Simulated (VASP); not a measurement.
Here is a VASP 6.6.1 calculation.

The input INCAR:

```
PREC     = Accurate       # precision mode
ENCUT    = 520            # plane-wave cutoff, eV
EDIFF    = 1E-6           # SCF threshold, eV
ISMEAR   = -1             # smearing method
SIGMA    = 0.05           # smearing width, eV
LREAL    = F              # projectors in reciprocal space
LASPH    = T              # aspherical terms in the spheres
NELM     = 100            # most SCF steps
ALGO     = Normal         # electronic algorithm
ISIF     = 2              # what is computed and relaxed
LWAVE    = F              # write WAVECAR
LCHARG   = F              # write CHGCAR
GGA      = PE             # functional
NBANDS   = 15             # bands
```

Contents of KPOINTS:

```
regular mesh
0
Gamma
  7 7 6
```

File POSCAR:

```
PtSe
1.0
    3.7018703300      0.0000000000      0.0000000000
   -1.8509351600      3.2059137500      0.0000000000
    0.0000000000      0.0000000000      3.6128420300
Pt Se
1 1
Direct
    0.0000000000      0.0000000000      0.0000000000
    0.6666666667      0.3333333333      0.5000000000
```

Potentials or basis: VASP PAW PBE potentials, release 64 (Pt, Se).

The run is started by

```console
$ cat potpaw_PBE.64/Pt/POTCAR potpaw_PBE.64/Se/POTCAR > POTCAR
$ mpirun -np 1 vasp_std > vasp.out
```

Q: Estimate the pressure.

A: -11.5 GPa.

Q: Predict the band gap on the k mesh.

A: Zero (band 8 reaches 6.42 eV, above the bottom of band 9 at 5.61 eV).

Stress tensor (GPa, compression positive):
```
 -9.79   0.00   0.00
  0.00  -9.79   0.00
  0.00   0.00 -15.05
```

Caveat: spin-orbit coupling is left out, which moves the levels of the heavy elements.
